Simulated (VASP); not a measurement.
Runs of VASP 6.6.1 on TiN. The structure is that of space group Fm-3m (No. 225), or close to it. The cells are those of the table. 

```tsv
fixed moment (μB)	cell	pressure (GPa)	moment (μB)
0.625	a = 2.849 Å, angles 60.0°, 2 atoms	54.7	0.62
1.0	a = 3.012 Å, angles 60.0°, 2 atoms	(b)	1.00
0.75	a = 2.973 Å, angles 60.0°, 2 atoms	5.1	0.75
0.25	a = 2.973 Å, angles 60.0°, 2 atoms	(a)	0.25
0.75	a = 3.012 Å, angles 60.0°, 2 atoms	-6.0	0.75
```

Alike in all rows: task single point; level PBEsol; potentials or basis VASP PAW PBE potentials, release 64 (Ti_sv, N); spin collinear; k mesh 20 × 20 × 20; cutoff (eV) 520; smearing gaussian 0.15 eV.

Question: Estimate the missing entries.

Answer: (a) 1.0; (b) -2.3.

Caveats: the PAW data sets were made with another functional, which shifts forces and pressure a little; the total moment is fixed, so each spin has its own Fermi level; the cell stands under pressure (at least some runs); the cell stands under tension (at least some runs).
